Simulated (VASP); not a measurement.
InP: single point with r2SCAN

Crystal: InP.

```xyz
2
Lattice="0.0000 2.7593 2.7593 2.7593 0.0000 2.7593 2.7593 2.7593 0.0000" Properties=species:S:1:pos:R:3 pbc="T T T"
In    0.0000    0.0000    0.0000
P     2.7593    2.7593    2.7593
```

| Item | Value |
| --- | --- |
| Program | VASP 6.6.1 |
| Task | single point |
| Functional | r2SCAN |
| Potentials or basis | VASP PAW PBE potentials, release 64 (In_d, P) |
| Cutoff | 520 eV |
| k mesh | 14 × 14 × 14 |
| Occupations | gaussian, width 0.05 eV |
| Spin | no spin polarisation |

| Property | Result |
| --- | --- |
| Pressure | -1.0 GPa |
| Band gap on the k mesh | zero (bands 9 and 10 overlap by 2.63 eV) |

Levels at points of the mesh, in eV from the Fermi level:
| k point | band 5 | band 6 | band 7 | band 8 | band 9 | band 10 | band 11 | band 12 | band 13 | band 14 |
| --- | --- | --- | --- | --- | --- | --- | --- | --- | --- | --- |
| (0.00, 0.00, 0.00) | -14.73 | -12.58 | -0.31 | -0.31 | -0.31 | 1.13 | 7.55 | 7.55 | 7.55 | 9.17 |
| (0.50, 0.00, 0.00) | -14.65 | -10.41 | -6.84 | 0.15 | 0.15 | 2.97 | 3.72 | 3.72 | 5.80 | 11.92 |
| (0.50, 0.50, 0.00) | -14.62 | -9.20 | -5.15 | -2.45 | -2.45 | -2.31 | 4.20 | 10.74 | 10.74 | 11.15 |

Wall time 2.2 min on 1 thread of Intel(R) Xeon(R) 6975P-C (Granite Rapids) (shared host), peak memory 0.22 GiB.

Caveat: the PAW data sets were made with another functional, which shifts forces and pressure a little; spin-orbit coupling is left out, which moves the levels of the heavy elements.
